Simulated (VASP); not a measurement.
Runs of VASP 6.6.1 on Cr. The structure is that of space group Fm-3m (No. 225), or close to it. The cells are those of the table. 

```csv
task,spin,cell,k mesh,cutoff (eV),gap on the mesh (eV),pressure (GPa)
single point,off,"a = 2.510 Å, angles 60.0°, 1 atom",17 × 17 × 17,520,none,12.2
relaxation of cell and atoms,off,"relaxed from a = 2.569 Å, angles 60.0°, 1 atom",15 × 15 × 15,600,none,0.0
single point,off,"a = 2.438 Å, angles 60.0°, 1 atom",17 × 17 × 17,520,none,(a)
single point,off,"a = 2.544 Å, angles 60.0°, 1 atom",25 × 25 × 25,520,none,0.7
single point,off,"a = 2.578 Å, angles 60.0°, 1 atom",17 × 17 × 17,520,none,-8.7
single point,"non-collinear, zero start, SOC","a = 2.544 Å, angles 60.0°, 1 atom",15 × 15 × 15,520,-,0.8
single point,off,"a = 2.642 Å, angles 60.0°, 1 atom",17 × 17 × 17,520,none,-22.5
single point,off,"a = 2.475 Å, angles 60.0°, 1 atom",17 × 17 × 17,520,none,(b)
```

Alike in all rows: level r2SCAN; potentials or basis VASP PAW PBE potentials, release 64 (Cr_pv); smearing fermi-dirac 0.1 eV.

Question: Fill in the values left out.

Answer: (a) 43.4; (b) 26.2.

Caveats: the PAW data sets were made with another functional, which shifts forces and pressure a little.

A gap of «none» marks levels without a gap at the run's occupations.
